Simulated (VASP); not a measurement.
**NbAs: single point with PBE**

Crystal: NbAs.

```
Nb As
1.0
     0.00000    2.90678    2.90678
     2.90678    0.00000    2.90678
     2.90678    2.90678    0.00000
Nb As
1 1
Cartesian
  0.0000 0.0000 0.0000
  1.4534 1.4534 1.4534
```

```
Program             : VASP 6.6.1
Task                : single point
Functional          : PBE
Potentials or basis : VASP PAW PBE potentials, release 64 (Nb_sv, As)
Cutoff              : 500 eV
k mesh              : 12 × 12 × 12
Occupations         : gaussian, width 0.1 eV
Spin                : collinear spin
Starting moments    : [0.9, -0.03] μB
Fixed moment        : 1.25 μB
```

```json
{"Pressure": "2.3 GPa", "Net moment": "1.25 μB per cell", "Site moments": "Nb +0.97; As -0.04 μB", "Valence electrons inside the program's atomic spheres": "Nb 10.67; As 2.95"}
```

It took 3.3 min on 1 thread of AMD EPYC 7R13, with other jobs on the host, peak memory 0.23 GiB.

Caveat: the total moment is fixed, so each spin has its own Fermi level.
